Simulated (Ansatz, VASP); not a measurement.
# Cr: VASP beside Ansatz

File INCAR:

```
SYSTEM = Cr
PREC = Accurate
ENCUT = 520
EDIFF = 1E-6
ISMEAR = 0
SIGMA = 0.1
LREAL = .False.
LASPH = .True.
NELM = 60
ALGO = Normal
ISIF = 2
LWAVE = .False.
LCHARG = .False.
GGA = PE
NBANDS = 12
```

KPOINTS

```
regular mesh
0
Gamma
  20 20 20
  0 0 0
```

Contents of POSCAR:

```
Cr
1.0
   -1.5328195428      1.5328195428      1.5328195428
    1.5328195428     -1.5328195428      1.5328195428
    1.5328195428      1.5328195428     -1.5328195428
Cr
1
Direct
    0.0000000000      0.0000000000      0.0000000000
```

Input for Ansatz:

```yaml
crystal:
  lattice:
    - [-1.5328195428, 1.5328195428, 1.5328195428]
    - [1.5328195428, -1.5328195428, 1.5328195428]
    - [1.5328195428, 1.5328195428, -1.5328195428]
  atoms:
    - { symbol: Cr, position: [0.0, 0.0, 0.0] }
basis:
  ecutwfc: 420
kpoints:
  mp_grid: { grid: [20, 20, 20] }
hamiltonian:
  xc: pbe
scf:
  occupations: { method: gaussian, width: 0.1 }
output:
  forces: true
  stress: true
  eigenvalues: true
  populations: true
```

Alike in both runs: task single point; functional PBE; k mesh 20 × 20 × 20; occupations gaussian, width 0.1 eV; no spin polarisation.

```csv
,VASP,Ansatz
version,VASP 6.6.1,Ansatz 0.2.0
potentials or method,"VASP PAW PBE potentials, release 64 (Cr_pv), cutoff 520 eV","scalar-relativistic, plane waves, PAW"
valence electrons in the cell,12,14
```

```tsv
	VASP	Ansatz	Ansatz less VASP
gap on the k mesh at the Fermi level (eV)	none	none	-
pressure (GPa)	-35.5	-35.4	+0.11
```

A gap of «none» marks a metal or a gap that the smearing closes. Both programs put the cell under strong tension, so it lies far from rest at this level. VASP's potentials hold 12 valence electrons a cell and Ansatz's 14, so a difference there can come from the potentials and not from the codes.

Noted on VASP's run: the cell as given lies far from equilibrium.
